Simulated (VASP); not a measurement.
# Ta2W (P6/mmm) in VASP: further runs, part 2 of 2

VASP 6.6.1.

## Step 3: Relaxation of cell and atoms, r2SCAN

This run uses another cell than the first one, of 15.43 Å³/atom.

The input, POSCAR:

```
Ta2W
1.0
    3.6718804478      0.0000000000      0.0000000000
   -1.8359402239      3.1799417474      0.0000000000
    0.0000000000      0.0000000000      3.9646549685
Ta W
2 1
Direct
    0.3333333333      0.6666666667      0.5000000000
    0.6666666667      0.3333333333      0.5000000000
    0.0000000000      0.0000000000      0.0000000000
```

The input, INCAR.step1:

```
ALGO = Normal ; EDIFF = 1E-4
ENCUT = 600 ; GGA = PE
ISMEAR = 0 ; LASPH = True
LCHARG = False ; LREAL = False
LWAVE = True ; NELM = 60
PREC = Accurate ; SIGMA = 0.1
```

The input, INCAR.step2:

```
ALGO = Normal ; EDIFF = 1E-7
EDIFFG = -0.04 ; ENCUT = 600
IBRION = 2 ; ISIF = 3
ISMEAR = 0 ; ISTART = 1
LASPH = True ; LCHARG = False
LMIXTAU = True ; LREAL = False
LWAVE = False ; METAGGA = R2SCAN
NELM = 60 ; NSW = 90
PREC = Accurate ; SIGMA = 0.1
```

The input, KPOINTS:

```
k-points
0
Gamma
  6 6 4
```

Potentials or basis: VASP PAW PBE potentials, release 64 (Ta_pv, W_sv).

Launch:

```console
$ cat potpaw_PBE.64/Ta_pv/POTCAR potpaw_PBE.64/W_sv/POTCAR > POTCAR
$ cp INCAR.step1 INCAR
$ mpirun -np 1 vasp_std > vasp.out
$ cp INCAR.step2 INCAR
$ mpirun -np 1 vasp_std > vasp.out
```

OUTCAR:

```text
EDIFF = 1E-7
   EDIFFG = -0.04
   ENCUT = 600
   IBRION = 2
   ISIF = 3
   ISMEAR = 0
   ISTART = 1
   LASPH = True
   LREAL = False
   METAGGA = R2SCAN
   NELM = 60
   NSW = 90
   PREC = Accurate

 ion  position               nearest neighbor table
   1  0.333  0.667  0.500-   2 2.12   2 2.12   2 2.12   3 2.90   3 2.90   3 2.90   3 2.90   3 2.90
                             3 2.90
   2  0.667  0.333  0.500-   1 2.12   1 2.12   1 2.12   3 2.90   3 2.90   3 2.90   3 2.90   3 2.90
                             3 2.90
   3  0.000  0.000  0.000-   1 2.90   2 2.90   1 2.90   2 2.90   1 2.90   1 2.90   2 2.90   2 2.90
                             2 2.90   2 2.90   1 2.90   1 2.90

  LATTYP: Found a hexagonal cell.
 ALAT       =     3.6718804478
 C/A-ratio  =     1.0797342193

  Lattice vectors:

 A1 = (   3.6718804478,   0.0000000000,   0.0000000000)
 A2 = (  -1.8359402239,   3.1799417474,   0.0000000000)
[... 184 lines left out ...]
  Total       32.7021109     32.7021109      3.5491582      0.0000000      0.0000000      0.0000000
  in kB     1131.8093434   1131.8093433    122.8352023      0.0000000      0.0000000      0.0000000
  external PRESSURE =     795.4846297 kB  Pullay stress =       0.0000000 kB
[... 1159 lines left out ...]
     21      25.9270      0.00000
     22      27.2438      0.00000

[... ionic steps 4 to 16 ...]

--------------------------------------- Ionic step       17  -------------------------------------------

 number of electron      35.9999998 magnetization

------------------------ aborting loop because EDIFF is reached ----------------------------------------
[... 69 lines left out ...]
--------------------------------------- Ionic step       19  -------------------------------------------

 number of electron      36.0000016 magnetization

 Free energy of the ion-electron system (eV)
  ---------------------------------------------------
  ext. energy  EPLUGINS =         0.00000000
  ---------------------------------------------------
  free energy    TOTEN  =      -147.26000825 eV

  energy without entropy =     -147.24511581  energy(sigma->0) =     -147.25256203

 E-fermi :   7.4639     XC(G=0): -14.0610

 val. band max:        7.3376649907   @ k =   0.3333   0.0000   0.0000
 cond. band min:       7.4969912956   @ k =   0.3333   0.1667   0.2500
 fundamental gap:      0.1593263050
 Fermi energy:         7.4638525906
[... 553 lines left out ...]
  FREE ENERGIE OF THE ION-ELECTRON SYSTEM (eV)
  ---------------------------------------------------
  free  energy   TOTEN  =      -147.2600082482 eV

  energy  without entropy=     -147.2451158090  energy(sigma->0) =     -147.25256203

 reached required accuracy - stopping structural energy minimisation
```

OSZICAR.step1:

```text
N       E                     dE             d eps       ncg     rms          rms(c)
DAV:   1     0.381829687896E+03    0.38183E+03   -0.21935E+04   924   0.201E+03
DAV:   2    -0.142794431670E+02   -0.39611E+03   -0.39015E+03  1032   0.546E+02
DAV:   3    -0.296636756803E+02   -0.15384E+02   -0.14848E+02  1208   0.942E+01
DAV:   4    -0.299066122956E+02   -0.24294E+00   -0.24270E+00  1050   0.120E+01
DAV:   5    -0.299115011144E+02   -0.48888E-02   -0.48873E-02  1188   0.149E+00    0.418E+01
DAV:   6    -0.281005076456E+02    0.18110E+01   -0.30539E+01  1090   0.380E+01    0.253E+01
DAV:   7    -0.272333722535E+02    0.86714E+00   -0.16066E+01  1082   0.205E+01    0.165E+01
DAV:   8    -0.267448523597E+02    0.48852E+00   -0.23096E+00  1064   0.125E+01    0.134E+00
DAV:   9    -0.267313893639E+02    0.13463E-01   -0.11340E-01  1056   0.251E+00    0.459E-01
DAV:  10    -0.267321484123E+02   -0.75905E-03   -0.77020E-03  1142   0.587E-01    0.197E-01
DAV:  11    -0.267316454251E+02    0.50299E-03   -0.50874E-03  1120   0.464E-01    0.127E-01
DAV:  12    -0.267315124752E+02    0.13295E-03   -0.47783E-04   912   0.150E-01    0.179E-02
DAV:  13    -0.267315119605E+02    0.51463E-06   -0.19556E-05   486   0.324E-02
   1 F= -.26731512E+02 E0= -.26725052E+02  d E =-.129202E-01
```

Run time: 35 min. Hardware: 1 thread of AMD EPYC 7R13 (Zen 3), shared host; peak memory 0.19 GiB.

What came out:

- Free energy: -147.2600 eV
- Relaxed volume: 17.48 Å³/atom
- Relaxed cell: a = 4.744 Å, b = 4.744 Å, c = 2.692 Å, α = 90.00°, β = 90.00°, γ = 120.00°
- Space group after relaxing (to 0.1 Å): P6/mmm (No. 191)
- Pressure after relaxing: 0.1 GPa
- Band gap on the k mesh: zero (bands 18 and 19 overlap by 1.83 eV)

Final structure:
```yaml
crystal:
  lattice:
    - [4.74359, 0.00000, 0.00000]
    - [-2.37179, 4.10807, 0.00000]
    - [0.00000, 0.00000, 2.69156]
  atoms:
    - { symbol: Ta, position: [0.33333, 0.66667, 0.50000] }
    - { symbol: Ta, position: [0.66667, 0.33333, 0.50000] }
    - { symbol: W, position: [0.00000, 0.00000, 0.00000] }
```

Levels at points of the mesh, in eV from the Fermi level:
```csv
k point,band 14,band 15,band 16,band 17,band 18,band 19,band 20,band 21,band 22
"(0.00, 0.00, 0.00)",-2.24,-2.24,-2.16,-2.16,-1.60,0.49,0.49,3.13,3.13
"(0.50, 0.00, 0.00)",-2.89,-2.36,-2.15,-1.90,-1.51,0.36,1.39,2.50,2.82
"(0.00, 0.00, 0.50)",-3.99,-3.99,-2.81,-0.26,-0.26,1.17,1.17,3.51,3.51
"(0.50, 0.00, 0.50)",-3.50,-1.91,-1.83,-1.28,-0.20,0.33,0.60,2.12,4.00
```

Caveat: the k points lie up to 0.58 Å⁻¹ apart in the final cell, too coarse for converged energies and pressures of a metal; a cell axis changed by over 15 % at a fixed basis, so the end point is rough; the PAW data sets were made with another functional, which shifts forces and pressure a little; spin-orbit coupling is left out, which moves the levels of the heavy elements.

The gap in the log of VASP goes by the Fermi energy; the results here count the filled bands.